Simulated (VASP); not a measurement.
A run of VASP 6.6.1 is set up as follows.

Contents of INCAR:

```
SYSTEM = ZnS
PREC     = Accurate       ! precision mode
ENCUT    = 520            ! plane-wave cutoff, eV
EDIFF    = 1E-6           ! SCF threshold, eV
ISMEAR   = 0              ! smearing method
SIGMA    = 0.05           ! smearing width, eV
LREAL    = .FALSE.        ! projectors in reciprocal space
LASPH    = .TRUE.         ! aspherical terms in the spheres
NELM     = 100            ! most SCF steps
ALGO     = Normal         ! electronic algorithm
ISIF     = 2              ! what is computed and relaxed
LWAVE    = .FALSE.        ! write WAVECAR
LCHARG   = .FALSE.        ! write CHGCAR
GGA      = CA             ! functional
NBANDS   = 36             ! bands
```

The input KPOINTS:

```
regular mesh
0
G
  8 8 3
  0 0 0
```

POSCAR

```
ZnS
1.0
    2.7046500000     -2.7046500000      0.0000000000
    2.7046500000      0.0000000000     -2.7046500000
    5.4093000000      5.4093000000      5.4093000000
Zn S
3 3
Direct
    0.6666666667      0.6666666667      0.3333333333
    0.0000000000      0.0000000000      0.0000000000
    0.3333333333      0.3333333333      0.6666666667
    0.6666666667      0.6666666667      0.0833333333
    1.0000000000      1.0000000000      0.7500000000
    0.3333333333      0.3333333333      0.4166666667
```

Potentials or basis: VASP PAW LDA potentials, release 64 (Zn, S).

Launch:

```console
$ cat potpaw_LDA.64/Zn/POTCAR potpaw_LDA.64/S/POTCAR > POTCAR
$ mpirun -np 1 vasp_std > vasp.out
```

What does it give for the band gap on the k mesh?

1.88 eV.

What does it give for the pressure?

-4.5 GPa.
